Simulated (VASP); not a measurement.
# Al (Fm-3m) in VASP: elastic constants with PBE

Aim: the elastic constants of Al with PBE.

Everything below comes from runs of VASP 6.6.1. Logs are shortened: lines on timing, memory, paths and dates and some standing lists are left out, and cuts for length are marked.

### Step 1. The cell of the first run

The structure is cubic, space group Fm-3m (No. 225). Conventional cell: a = 4.043 Å, b = 4.043 Å, c = 4.043 Å, α = 90.00°, β = 90.00°, γ = 90.00°. Within 3.8 Å of Al (site symmetry m-3m) lie 12 Al at 2.86 Å.

### Step 2. Elastic constants, PBE

File INCAR:

```
SYSTEM = Al
PREC = Accurate
ENCUT = 500
EDIFF = 1E-8
ISMEAR = 0
SIGMA = 0.1
LREAL = .False.
LASPH = .True.
NELM = 120
ALGO = Normal
ISIF = 3
LWAVE = .False.
LCHARG = .True.
GGA = PE
NBANDS = 8
IBRION = 6
NFREE = 2
POTIM = 0.015
NSW = 1
GGA_COMPAT = .False.
```

File KPOINTS:

```
Automatic mesh
0
Gamma
  8 8 8
  0 0 0
```

File POSCAR:

```
Al
1.0
    0.0000000000      2.0213105221      2.0213105221
    2.0213105221      0.0000000000      2.0213105221
    2.0213105221      2.0213105221      0.0000000000
Al
1
Direct
    0.0000000000      0.0000000000      0.0000000000
```

Potentials or basis: VASP PAW PBE potentials, release 64 (Al).

Launch:

```bash
$ cat potpaw_PBE.64/Al/POTCAR > POTCAR
$ mpirun -np 1 vasp_std > vasp.out
```

OUTCAR:

```text
SYSTEM = Al
   PREC = Accurate
   ENCUT = 500
   EDIFF = 1E-8
   ISMEAR = 0
   LREAL = .False.
   LASPH = .True.
   NELM = 120
   ISIF = 3
   GGA = PE
   IBRION = 6
   NFREE = 2
   POTIM = 0.015
   NSW = 1

 ion  position               nearest neighbor table
   1  0.000  0.000  0.000-

  LATTYP: Found a face centered cubic cell.
 ALAT       =     4.0426210442

  Lattice vectors:

 A1 = (   0.0000000000,   2.0213105221,   2.0213105221)
 A2 = (   2.0213105221,   0.0000000000,   2.0213105221)
 A3 = (   2.0213105221,   2.0213105221,   0.0000000000)

Analysis of symmetry for initial positions (statically):
=====================================================================
 Subroutine PRICEL returns:
 Original cell was already a primitive cell.

 Routine SETGRP: Setting up the symmetry group for a
 face centered cubic supercell.

 Subroutine GETGRP returns: Found 48 space group operations
 (whereof 48 operations were pure point group operations)
 out of a pool of 48 trial point group operations.

The static configuration has the point symmetry O_h .

Analysis of symmetry for dynamics (positions and initial velocities):
=====================================================================
 Subroutine PRICEL returns:
 Original cell was already a primitive cell.

 Routine SETGRP: Setting up the symmetry group for a
 face centered cubic supercell.

 Subroutine GETGRP returns: Found 48 space group operations
 (whereof 48 operations were pure point group operations)
 out of a pool of 48 trial point group operations.

The dynamic configuration has the point symmetry O_h .

 Subroutine INISYM returns: Found 48 space group operations
 (whereof 48 operations are pure point group operations),
 and found     1 'primitive' translations

----------------------------------------------------------------------------------------

                                     Primitive cell

  volume of cell :      16.5169

  direct lattice vectors                    reciprocal lattice vectors
     0.000000000  2.021310522  2.021310522    -0.247364269  0.247364269  0.247364269
     2.021310522  0.000000000  2.021310522     0.247364269 -0.247364269  0.247364269
     2.021310522  2.021310522  0.000000000     0.247364269  0.247364269 -0.247364269

  length of vectors
     2.858564754  2.858564754  2.858564754     0.428447482  0.428447482  0.428447482

  position of ions in fractional coordinates (direct lattice)
     0.000000000  0.000000000  0.000000000

  ion indices of the primitive-cell ions
   primitive index   ion index
                 1           1

----------------------------------------------------------------------------------------

 KPOINTS: Automatic mesh

Automatic generation of k-mesh.
 Grid dimensions read from file:
 generate k-points for:    8    8    8

 Generating k-lattice:

  Cartesian coordinates                     Fractional coordinates (reciprocal lattice)
    -0.030920534  0.030920534  0.030920534     0.125000000  0.000000000  0.000000000
     0.030920534 -0.030920534  0.030920534     0.000000000  0.125000000  0.000000000
     0.030920534  0.030920534 -0.030920534     0.000000000  0.000000000  0.125000000

  Length of vectors
     0.053555935  0.053555935  0.053555935

  Shift w.r.t. Gamma in fractional coordinates (k-lattice)
     0.000000000  0.000000000  0.000000000

 Subroutine IBZKPT returns following result:
 ===========================================

 Found     29 irreducible k-points:

 Following reciprocal coordinates:
            Coordinates               Weight
  0.000000  0.000000  0.000000      1.000000
  0.125000  0.000000  0.000000      8.000000
  0.250000  0.000000  0.000000      8.000000
  0.375000  0.000000  0.000000      8.000000
  0.500000  0.000000  0.000000      4.000000
  0.125000  0.125000  0.000000      6.000000
[... 16 lines left out ...]
  0.500000  0.250000  0.125000     48.000000
 -0.375000  0.250000  0.125000     24.000000
 [... further k-points ...]
   k-points           NKPTS =     29   k-points in BZ     NKDIM =     29   number of bands    NBANDS=      8
   number of dos      NEDOS =    301   number of ions     NIONS =      1
[... 19 lines left out ...]
   NSW    =     49    number of steps for IOM
   IBRION =      6    ionic relax: 0-MD 1-quasi-New 2-CG
   NFREE  =      2    steps in history (QN), initial steepest desc. (CG)
   ISIF   =      3    stress and relaxation
   ISYM   =      2    0-nonsym 1-usesym 2-fastsym
   POTIM  = 0.0150    time-step for ionic-motion
   TEBEG  =    0.0;   TEEND  =   0.0 temperature during run
   PSTRESS=    0.0 pullay stress
   NELECT =       3.0000    total number of electrons
   NUPDOWN=      -1.0000    fix difference up-down
   EMIN   =  10.00;   EMAX   =-10.00  energy-range for DOS
   EFERMI =   0.00;   METHOD = LEGACY
   ISMEAR =     0;   SIGMA  =   0.10  broadening in eV -4-tet -1-fermi 0-gaus
   EFERMI_NEDOS =   21; number of points for ismear=-14 and -15
   IALGO  =     38    algorithm
   IMIX   =      4    mixing-type and parameters
     AMIX     =   0.40;   BMIX     =  1.00
     AMIX_MAG =   1.60;   BMIX_MAG =  1.00
  volume/ion in A,a.u.               =      16.52       111.46
  Fermi-wavevector in a.u.,A,eV,Ry     =   0.927126  1.752015 11.695066  0.859563
  Thomas-Fermi vector in A             =   2.053163
   LORBIT       =      0    0 simple, 1 ext, 2 COOP (PROOUT), +10 PAW based schemes
   GGA     = PE    functional components
   LHFCALC =     F    Hartree Fock is set to
   AEXX    =    0.0000 exact exchange contribution
   IVDW    =     0    specifies the selected vdW correction
   LEPSILON=     F    determine dielectric tensor
   LRPA    =     F    only Hartree local field effects (RPA)
 finite differences with symmetry
 non-spin polarized calculation
 Gauss-broadening in eV      SIGMA  =   0.10
  energy-cutoff  :      500.00
  volume of cell :       16.52
 maximum number of plane-waves:       444
 NGX is ok and might be reduce to    24
   NGX = 11   NGY = 11   NGZ = 11

--------------------------------------- Ionic step        1  -------------------------------------------

 number of electron       3.0000000 magnetization

 Free energy of the ion-electron system (eV)
  ---------------------------------------------------
  ext. energy  EPLUGINS =         0.00000000
  ---------------------------------------------------
  free energy    TOTEN  =        -3.74156986 eV

  energy without entropy =       -3.73844739  energy(sigma->0) =       -3.74000862

------------------------ aborting loop because EDIFF is reached ----------------------------------------

  FORCE on cell =-STRESS in cart. coord.  units (eV):
  Direction    XX          YY          ZZ          XY          YZ          ZX
  --------------------------------------------------------------------------------------
  -------------------------------------------------------------------------------------
  Total       -0.0046132     -0.0046132     -0.0046132      0.0000000      0.0000000      0.0000000
  in kB       -0.4474915     -0.4474915     -0.4474915      0.0000000      0.0000000      0.0000000
  external PRESSURE =      -0.4474915 kB  Pullay stress =       0.0000000 kB
[... 86 lines left out ...]
  FREE ENERGIE OF THE ION-ELECTRON SYSTEM (eV)
  ---------------------------------------------------
  free  energy   TOTEN  =        -3.7392482327 eV

  energy  without entropy=       -3.7366803723  energy(sigma->0) =       -3.73796430

[... ionic steps 4 to 12 ...]

--------------------------------------- Ionic step       13  -------------------------------------------

 number of electron       3.0000000 magnetization

------------------------ aborting loop because EDIFF is reached ----------------------------------------
[... 65 lines left out ...]
--------------------------------------- Ionic step       15  -------------------------------------------

 number of electron       3.0000000 magnetization

 Free energy of the ion-electron system (eV)
  ---------------------------------------------------
  ext. energy  EPLUGINS =         0.00000000
  ---------------------------------------------------
  free energy    TOTEN  =        -3.74156986 eV

  energy without entropy =       -3.73844739  energy(sigma->0) =       -3.74000863

 E-fermi :   8.0492     XC(G=0): -10.1918

 val. band max:        7.6667259223   @ k =  -0.2500   0.3750   0.1250
 cond. band min:       8.1260191214   @ k =   0.5000   0.2500   0.1250
 fundamental gap:      0.4592931990
 Fermi energy:         8.0492014163

 k-point     1 :       0.0000    0.0000    0.0000
  band No.  band energies     occupation
      1      -3.1366      2.00000
      2      20.6047      0.00000
      3      20.6047      0.00000
      4      20.6047      0.00000
      5      22.0891      0.00000
      6      22.0891      0.00000
      7      22.0891      0.00000
      8      24.4506      0.00000
[... 243 lines left out ...]
 k-point    24 :      -0.3750    0.2500    0.1250
  band No.  band energies     occupation
      1       4.4472      2.00000
      2       4.7051      2.00000
      3      12.9590      0.00000
      4      13.4393      0.00000
      5      21.2841      0.00000
      6      21.7114      0.00000
      7      28.2906      0.00000
      8      28.5919      0.00000

 [... further k-points ...]
[... 5 lines left out ...]
  --------------------------------------------------------------------------------------
  -------------------------------------------------------------------------------------
  Total       -0.0046131     -0.0046131     -0.0046131      0.0000000     -0.0000000      0.0000000
  in kB       -0.4474797     -0.4474797     -0.4474797      0.0000000     -0.0000000      0.0000000
  external PRESSURE =      -0.4474797 kB  Pullay stress =       0.0000000 kB
[... 16 lines left out ...]
  FREE ENERGIE OF THE ION-ELECTRON SYSTEM (eV)
  ---------------------------------------------------
  free  energy   TOTEN  =        -3.7415698636 eV

  energy  without entropy=       -3.7384473893  energy(sigma->0) =       -3.74000863

 INTERNAL STRAIN TENSORS FROM STRAINED CELLS
 ============================================

 INTERNAL STRAIN TENSOR FOR ION    1 for displacements in x,y,z  (eV/Angst):
          X           Y           Z          XY          YZ          ZX
  --------------------------------------------------------------------------------
  x     0.00000     0.00000    -0.00000    -0.00000     0.00000    -0.00000
  y    -0.00000    -0.00000     0.00000    -0.00000     0.00000     0.00000
  z    -0.00000     0.00000    -0.00000     0.00000     0.00000     0.00000

 INTERNAL STRAIN TENSORS FROM DISPLACED ATOMS
 ============================================

 INTERNAL STRAIN TENSOR FOR ION    1 for displacements in x,y,z  (eV/Angst):
          X           Y           Z          XY          YZ          ZX
  --------------------------------------------------------------------------------
  x     0.00000     0.00000     0.00000     0.00000     0.00000     0.00000
  y     0.00000     0.00000     0.00000     0.00000     0.00000     0.00000
  z     0.00000     0.00000     0.00000     0.00000     0.00000     0.00000

 Eigenvectors and eigenvalues of the dynamical matrix
 ----------------------------------------------------

   1 f  =    0.000000 THz     0.000000 2PiTHz    0.000000 cm-1     0.000000 meV
             X         Y         Z           dx          dy          dz
      0.000000  0.000000  0.000000     0.316228    0.948683    0.000000

   2 f  =    0.000000 THz     0.000000 2PiTHz    0.000000 cm-1     0.000000 meV
             X         Y         Z           dx          dy          dz
      0.000000  0.000000  0.000000     0.948683   -0.316228    0.000000

   3 f  =    0.000000 THz     0.000000 2PiTHz    0.000000 cm-1     0.000000 meV
             X         Y         Z           dx          dy          dz
      0.000000  0.000000  0.000000     0.000000    0.000000    1.000000

--------------------------------------------------------------------------------------------------------

 ELASTIC MODULI CONTR FROM IONIC RELAXATION (kBar)
 Direction    XX          YY          ZZ          XY          YZ          ZX
 --------------------------------------------------------------------------------
 XX           0.0000      0.0000      0.0000      0.0000      0.0000      0.0000
 YY           0.0000      0.0000      0.0000      0.0000      0.0000      0.0000
 ZZ           0.0000      0.0000      0.0000      0.0000      0.0000      0.0000
 XY           0.0000      0.0000      0.0000      0.0000      0.0000      0.0000
 YZ           0.0000      0.0000      0.0000      0.0000      0.0000      0.0000
 ZX           0.0000      0.0000      0.0000      0.0000      0.0000      0.0000
 --------------------------------------------------------------------------------

 TOTAL ELASTIC MODULI (kBar)
 Direction    XX          YY          ZZ          XY          YZ          ZX
 --------------------------------------------------------------------------------
 XX        2057.2250    193.7564    193.7564      0.0000      0.0000      0.0000
 YY         193.7564   2057.2250    193.7564     -0.0000      0.0000     -0.0000
 ZZ         193.7564    193.7564   2057.2250      0.0000     -0.0000     -0.0000
 XY           0.0000     -0.0000      0.0000   -173.9875      0.0000      0.0000
 YZ           0.0000      0.0000     -0.0000      0.0000   -173.9875      0.0000
 ZX           0.0000     -0.0000     -0.0000      0.0000      0.0000   -173.9875
 --------------------------------------------------------------------------------
```

Run time: 4.4 min. Hardware: 1 thread of AMD EPYC 7R13, shared host; peak memory 0.13 GiB.

Results:

```yaml
Elastic_constants_C11_C12_C44: 206, 19, -17 GPa
Voigt_bulk_modulus: 81 GPa
```

Elastic tensor in Voigt notation (GPa, in the Cartesian axes of the cell as first typed):
```
206  19  19   0   0   0
 19 206  19   0   0   0
 19  19 206   0   0   0
  0   0   0 -17   0   0
  0   0   0   0 -17   0
  0   0   0   0   0 -17
```

Clamped-ion elastic tensor (GPa):
```
206  19  19   0   0   0
 19 206  19   0   0   0
 19  19 206   0   0   0
  0   0   0 -17   0   0
  0   0   0   0 -17   0
  0   0   0   0   0 -17
```

Caveat: the elastic tensor has a negative eigenvalue, so either the cell is unstable as it stands or the mesh is too thin.
